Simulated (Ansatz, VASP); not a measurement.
Zr: VASP beside Ansatz

```xyz
4
Lattice="4.5257 0.0000 0.0000 0.0000 4.5257 0.0000 0.0000 0.0000 4.5257" Properties=species:S:1:pos:R:3 pbc="T T T"
Zr    0.0001    0.0001    0.0001
Zr    2.2628    4.5256    2.2629
Zr    2.2629    2.2628    4.5256
Zr    4.5256    2.2629    2.2628
```

Alike in both runs: functional PBE; k mesh 4 × 4 × 4; occupations gaussian, width 0.1 eV; no spin polarisation.

Ansatz relaxed the structure, and its values are those at the end. VASP's run is a single point on that final structure, the one shown.

```csv
,VASP,Ansatz
version,VASP 6.6.1,Ansatz 0.2.0
potentials or method,"VASP PAW PBE potentials, release 64 (Zr_sv), cutoff 520 eV","scalar-relativistic, plane waves, PAW"
valence electrons in the cell,48,48
```

|  | VASP | Ansatz | Ansatz less VASP |
| --- | --- | --- | --- |
| gap on the k mesh at the Fermi level (eV) | none | none | - |
| pressure (GPa) | 0.0 | 0.0 | -0.02 |

A gap of «none» marks a metal or a gap that the smearing closes. With one functional, cell and mesh, what is left measures potentials, basis and numerics.
